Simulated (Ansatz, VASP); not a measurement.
**CdSe: VASP beside Ansatz**

```xyz
2
Lattice="0.0000 2.8429 2.8429 2.8429 0.0000 2.8429 2.8429 2.8429 0.0000" Properties=species:S:1:pos:R:3 pbc="T T T"
Cd    0.0000    0.0000    0.0000
Se    2.8429    2.8429    2.8429
```

Alike in both runs: task single point; functional PBEsol; k mesh 6 × 6 × 6; occupations tetrahedron; no spin polarisation.

|  | VASP | Ansatz |
| --- | --- | --- |
| version | VASP 6.6.1 | Ansatz 0.2.0 |
| potentials or method | VASP PAW PBE potentials, release 64 (Cd, Se) | plane waves |
| plane-wave cutoff (eV) | 500 | 420 |
| valence electrons in the cell | 18 | 36 |

|  | VASP | Ansatz | Ansatz less VASP |
| --- | --- | --- | --- |
| pressure (GPa) | -1.6 | -2.0 | -0.40 |

VASP's potentials were made for PBE, not for PBEsol. With one functional, cell and mesh, what is left measures potentials, basis and numerics. VASP's potentials hold 18 valence electrons a cell and Ansatz's 36, so a difference there can come from the potentials and not from the codes. Ansatz's warnings: band table not solved further, tetrahedron derivatives may miss energy slope.
